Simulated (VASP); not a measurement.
# ZnSe (I-4m2) in VASP: a series of runs, part 2 of 2

VASP 6.6.1. The steps go on from the part before.

## 5. Single point, PBE

This run uses another cell than the first one, of the same volume but with other edges.

File INCAR:

```
SYSTEM = ZnSe
ALGO = Normal ; EDIFF = 1E-6
ENCUT = 520 ; GGA = PE
ISIF = 2 ; ISMEAR = 0
LASPH = .True. ; LCHARG = .False.
LREAL = .False. ; LWAVE = .False.
NBANDS = 16 ; NELM = 100
PREC = Accurate ; SIGMA = 0.05
```

File KPOINTS:

```
k-points
0
Gamma
  10 10 10
  0 0 0
```

File POSCAR:

```
ZnSe
1.0
    0.0000000000      2.6667078986      3.2000494784
    2.6667078986      0.0000000000      3.2000494784
    2.6667078986      2.6667078986      0.0000000000
Zn Se
1 1
Direct
    0.0000000000      0.0000000000      0.0000000000
    0.7500000000      0.7500000000      0.7500000000
```

Potentials or basis: VASP PAW PBE potentials, release 64 (Zn, Se).

Launch:

```
> cat potpaw_PBE.64/Zn/POTCAR potpaw_PBE.64/Se/POTCAR > POTCAR
> mpirun -np 1 vasp_std > vasp.out
```

OUTCAR:

```text
SYSTEM = ZnSe
   EDIFF = 1E-6
   ENCUT = 520
   GGA = PE
   ISIF = 2
   ISMEAR = 0
   LASPH = .True.
   LREAL = .False.
   NELM = 100
   PREC = Accurate

 ion  position               nearest neighbor table
   1  0.000  0.000  0.000-   2 2.47   2 2.47   2 2.47   2 2.47
   2  0.750  0.750  0.750-   1 2.47   1 2.47   1 2.47   1 2.47

  LATTYP: Found a body centered tetragonal cell.
 ALAT       =     3.7712944771
 C/A-ratio  =     1.6970562749

  Lattice vectors:

 A1 = (  -2.6667078986,   0.0000000000,   3.2000494784)
 A2 = (   2.6667078986,   0.0000000000,   3.2000494784)
 A3 = (   0.0000000000,   2.6667078986,  -3.2000494784)

Analysis of symmetry for initial positions (statically):
=====================================================================
 Subroutine PRICEL returns:
 Original cell was already a primitive cell.

 Routine SETGRP: Setting up the symmetry group for a
 body centered tetragonal supercell.

 Subroutine GETGRP returns: Found  8 space group operations
 (whereof  8 operations were pure point group operations)
 out of a pool of 16 trial point group operations.

The static configuration has the point symmetry D_2d.

Analysis of symmetry for dynamics (positions and initial velocities):
[... 161 lines left out ...]
 val. band max:        1.8929540955   @ k =   0.0000   0.0000   0.0000
 cond. band min:       2.6920548251   @ k =   0.0000   0.0000   0.0000
 fundamental gap:      0.7991007296
 Fermi energy:         2.0870450986

 k-point     1 :       0.0000    0.0000    0.0000
  band No.  band energies     occupation
      1     -11.5862      2.00000
      2      -4.9807      2.00000
      3      -4.8817      2.00000
      4      -4.8817      2.00000
      5      -4.5994      2.00000
      6      -4.5699      2.00000
[... 433 lines left out ...]
      3      -4.7192      2.00000
      4      -4.7157      2.00000
      5      -4.6167      2.00000
      6      -4.5573      2.00000
[... 8 lines left out ...]
     15      15.5820      0.00000
     16      15.6514      0.00000

 [... further k-points ...]

------------------------ aborting loop because EDIFF is reached ----------------------------------------

  FORCE on cell =-STRESS in cart. coord.  units (eV):
  Direction    XX          YY          ZZ          XY          YZ          ZX
  --------------------------------------------------------------------------------------
  -------------------------------------------------------------------------------------
  Total        1.3010769      1.3010769     -1.1215567      0.0000000      0.0000000      0.0000000
  in kB       45.8011063     45.8011063    -39.4815550      0.0000000      0.0000000      0.0000000
  external PRESSURE =      17.3735525 kB  Pullay stress =       0.0000000 kB

 VOLUME and BASIS-vectors are now :
 -----------------------------------------------------------------------------
  energy-cutoff  :      520.00
  volume of cell :       45.51
      direct lattice vectors                 reciprocal lattice vectors
     0.000000000  2.666707899  3.200049478    -0.187497101  0.187497101  0.156247584
     2.666707899  0.000000000  3.200049478     0.187497101 -0.187497101  0.156247584
     2.666707899  2.666707899  0.000000000     0.187497101  0.187497101 -0.156247584

 POSITION                                       TOTAL-FORCE (eV/Angst)
 -----------------------------------------------------------------------------------
      0.00000      0.00000      0.00000        -0.000000      0.000000     -0.000000
      4.00006      4.00006      4.80007         0.000000     -0.000000      0.000000
 -----------------------------------------------------------------------------------
    total drift:                               -0.000006     -0.000006      0.000002

  FREE ENERGIE OF THE ION-ELECTRON SYSTEM (eV)
  ---------------------------------------------------
  free  energy   TOTEN  =        -5.8877237425 eV

  energy  without entropy=       -5.8877237425  energy(sigma->0) =       -5.88772374
```

stdout:

```text
POSCAR found type information on POSCAR ZnSe
 POSCAR found :  2 types and       2 ions
 scaLAPACK will be used
 LDA part: xc-table for (Slater+PW92), standard interpolation
 POSCAR, INCAR and KPOINTS ok, starting setup
 FFT: planning ... GRIDC
 FFT: planning ... GRID_SOFT
 FFT: planning ... GRID
 WAVECAR not read
 entering main loop
```

Wall time 86 s (1 thread of Intel Xeon 8259CL, shared host); peak memory 0.23 GiB.

What came out:

```yaml
Free_energy: -5.8877 eV
Pressure: 1.7 GPa
Band_gap_on_the_k_mesh: 0.80 eV
```

Stress tensor (GPa, compression positive):
```
 4.58  0.00  0.00
 0.00  4.58  0.00
 0.00  0.00 -3.95
```

Levels at points of the mesh, in eV from the valence-band top:
| k point | band 6 | band 7 | band 8 | band 9 | band 10 | band 11 | band 12 | band 13 |
| --- | --- | --- | --- | --- | --- | --- | --- | --- |
| (0.00, 0.00, 0.00) | -6.46 | -0.93 | 0.00 | 0.00 | 0.80 | 5.70 | 5.70 | 5.78 |
| (0.50, 0.00, 0.00) | -6.33 | -5.39 | -1.70 | -0.51 | 1.85 | 5.99 | 6.92 | 8.37 |
| (0.50, 0.50, 0.00) | -6.44 | -5.66 | -1.71 | -1.71 | 3.40 | 4.31 | 9.17 | 10.94 |
| (0.50, 0.00, 0.50) | -6.24 | -4.59 | -2.82 | -2.50 | 2.47 | 2.69 | 9.33 | 10.32 |

Caveat: the stress differs along the axes, from -4 to 5 GPa; semilocal functionals underestimate gaps, and a narrow one can read as zero.

## 6. Single point, PBE

This run uses another cell than the first one, of the same volume but with other edges.

File INCAR:

```
SYSTEM = ZnSe
PREC = Accurate
ENCUT = 520
EDIFF = 1E-7
ISMEAR = 0
SIGMA = 0.05
LREAL = .False.
LASPH = .True.
NELM = 60
ALGO = Normal
ISIF = 2
LWAVE = .False.
LCHARG = .False.
GGA = PE
NBANDS = 16
```

File KPOINTS:

```
Automatic mesh
0
Gamma
  10 10 10
  0 0 0
```

File POSCAR:

```
ZnSe
1.0
    0.0000000000      3.0784893942      2.4012217275
    3.0784893942      0.0000000000      2.4012217275
    3.0784893942      3.0784893942      0.0000000000
Zn Se
1 1
Direct
    0.0000000000      0.0000000000      0.0000000000
    0.7500000000      0.7500000000      0.7500000000
```

Potentials or basis: VASP PAW PBE potentials, release 64 (Zn, Se).

Launch:

```
> cat potpaw_PBE.64/Zn/POTCAR potpaw_PBE.64/Se/POTCAR > POTCAR
> mpirun -np 1 vasp_std > vasp.out
```

OUTCAR:

```text
SYSTEM = ZnSe
   PREC = Accurate
   ENCUT = 520
   EDIFF = 1E-7
   ISMEAR = 0
   LREAL = .False.
   LASPH = .True.
   NELM = 60
   ISIF = 2
   GGA = PE

 ion  position               nearest neighbor table
   1  0.000  0.000  0.000-   2 2.49   2 2.49   2 2.49   2 2.49
   2  0.750  0.750  0.750-   1 2.49   1 2.49   1 2.49   1 2.49

  LATTYP: Found a body centered tetragonal cell.
 ALAT       =     4.3536414529
 C/A-ratio  =     1.1030865787

  Lattice vectors:

 A1 = (   0.0000000000,  -3.0784893942,  -2.4012217275)
 A2 = (   0.0000000000,   3.0784893942,  -2.4012217275)
 A3 = (   3.0784893942,   0.0000000000,   2.4012217275)

Analysis of symmetry for initial positions (statically):
=====================================================================
 Subroutine PRICEL returns:
 Original cell was already a primitive cell.

 Routine SETGRP: Setting up the symmetry group for a
 body centered tetragonal supercell.

 Subroutine GETGRP returns: Found  8 space group operations
 (whereof  8 operations were pure point group operations)
 out of a pool of 16 trial point group operations.

The static configuration has the point symmetry D_2d.

Analysis of symmetry for dynamics (positions and initial velocities):
[... 162 lines left out ...]
 val. band max:        1.9346149305   @ k =   0.0000   0.0000   0.0000
 cond. band min:       2.6695991611   @ k =   0.0000   0.0000   0.0000
 fundamental gap:      0.7349842305
 Fermi energy:         2.1682217461

 k-point     1 :       0.0000    0.0000    0.0000
  band No.  band energies     occupation
      1     -11.5479      2.00000
      2      -4.9025      2.00000
      3      -4.9025      2.00000
      4      -4.8282      2.00000
      5      -4.5941      2.00000
      6      -4.5653      2.00000
[... 433 lines left out ...]
      3      -4.7669      2.00000
      4      -4.7554      2.00000
      5      -4.5141      2.00000
      6      -4.4216      2.00000
[... 8 lines left out ...]
     15      14.1382      0.00000
     16      16.9241      0.00000

 [... further k-points ...]

------------------------ aborting loop because EDIFF is reached ----------------------------------------

  FORCE on cell =-STRESS in cart. coord.  units (eV):
  Direction    XX          YY          ZZ          XY          YZ          ZX
  --------------------------------------------------------------------------------------
  -------------------------------------------------------------------------------------
  Total       -0.2098199     -0.2098199      1.2515079      0.0000000      0.0000000      0.0000000
  in kB       -7.3861772     -7.3861772     44.0561558      0.0000000      0.0000000      0.0000000
  external PRESSURE =       9.7612671 kB  Pullay stress =       0.0000000 kB

 VOLUME and BASIS-vectors are now :
 -----------------------------------------------------------------------------
  energy-cutoff  :      520.00
  volume of cell :       45.51
      direct lattice vectors                 reciprocal lattice vectors
     0.000000000  3.078489394  2.401221727    -0.162417321  0.162417321  0.208227335
     3.078489394  0.000000000  2.401221727     0.162417321 -0.162417321  0.208227335
     3.078489394  3.078489394  0.000000000     0.162417321  0.162417321 -0.208227335

 POSITION                                       TOTAL-FORCE (eV/Angst)
 -----------------------------------------------------------------------------------
      0.00000      0.00000      0.00000        -0.000000     -0.000000     -0.000000
      4.61773      4.61773      3.60183         0.000000      0.000000      0.000000
 -----------------------------------------------------------------------------------
    total drift:                               -0.000000     -0.000000      0.000001

  FREE ENERGIE OF THE ION-ELECTRON SYSTEM (eV)
  ---------------------------------------------------
  free  energy   TOTEN  =        -5.8794671478 eV

  energy  without entropy=       -5.8794671478  energy(sigma->0) =       -5.87946715
```

stdout:

```text
POSCAR found type information on POSCAR ZnSe
 POSCAR found :  2 types and       2 ions
 scaLAPACK will be used
 LDA part: xc-table for (Slater+PW92), standard interpolation
 POSCAR, INCAR and KPOINTS ok, starting setup
 FFT: planning ... GRIDC
 FFT: planning ... GRID_SOFT
 FFT: planning ... GRID
 WAVECAR not read
 entering main loop
```

Wall time 1.9 min (1 thread of Intel Xeon 8259CL, shared host); peak memory 0.23 GiB.

Results:

- Free energy: -5.8795 eV
- Pressure: 1.0 GPa
- Band gap on the k mesh: 0.73 eV

Levels at points of the mesh, in eV from the valence-band top:
```
           k point  band 7  band 8  band 9  band 10  band 11  band 12
(0.00, 0.00, 0.00)   -0.58   -0.58    0.00     0.73     5.79     5.92
(0.50, 0.00, 0.00)   -5.36   -1.74   -0.69     1.72     5.23     7.44
(0.50, 0.50, 0.00)   -3.99   -3.22   -3.22     1.62     2.29    10.71
(0.50, 0.00, 0.50)   -5.39   -2.05   -1.65     3.11     4.10     9.03
```

Caveat: the stress differs along the axes, from -1 to 4 GPa; semilocal functionals underestimate gaps, and a narrow one can read as zero.

## 7. The runs side by side

| cell | gap on the mesh (eV) | pressure (GPa) |
| --- | --- | --- |
| a = 3.896, b = 3.896, c = 4.499 Å, angles 54.7, 54.7, 70.5°, 2 atoms | 0.46 | -0.3 |
| a = 4.373, b = 4.373, c = 3.571 Å, angles 65.9, 65.9, 48.2°, 2 atoms | none | 0.9 |
| a = 3.926, b = 3.926, c = 4.231 Å, angles 57.4, 57.4, 65.2°, 2 atoms | 0.93 | 1.7 |
| a = 4.166, b = 4.166, c = 3.771 Å, angles 63.1, 63.1, 53.8°, 2 atoms | 0.80 | 1.7 |
| a = 3.904, b = 3.904, c = 4.354 Å, angles 56.1, 56.1, 67.8°, 2 atoms | 0.73 | 1.0 |

Alike in all rows: task single point; level PBE; potentials or basis VASP PAW PBE potentials, release 64 (Zn, Se); no spin polarisation; k mesh 10 × 10 × 10; cutoff (eV) 520; smearing gaussian 0.05 eV.

Caveats: semilocal functionals underestimate gaps, and a narrow one can read as zero (at least some runs); the stress differs along the axes, from -2 to 4 GPa (at least some runs); the stress differs along the axes, from -12 to 8 GPa (at least some runs); the stress differs along the axes, from -4 to 5 GPa (at least some runs); the stress differs along the axes, from -1 to 4 GPa (at least some runs).

Absolute energies hang on the potentials; compare differences alone.

The gap in the log of VASP goes by the Fermi energy; the results here count the filled bands.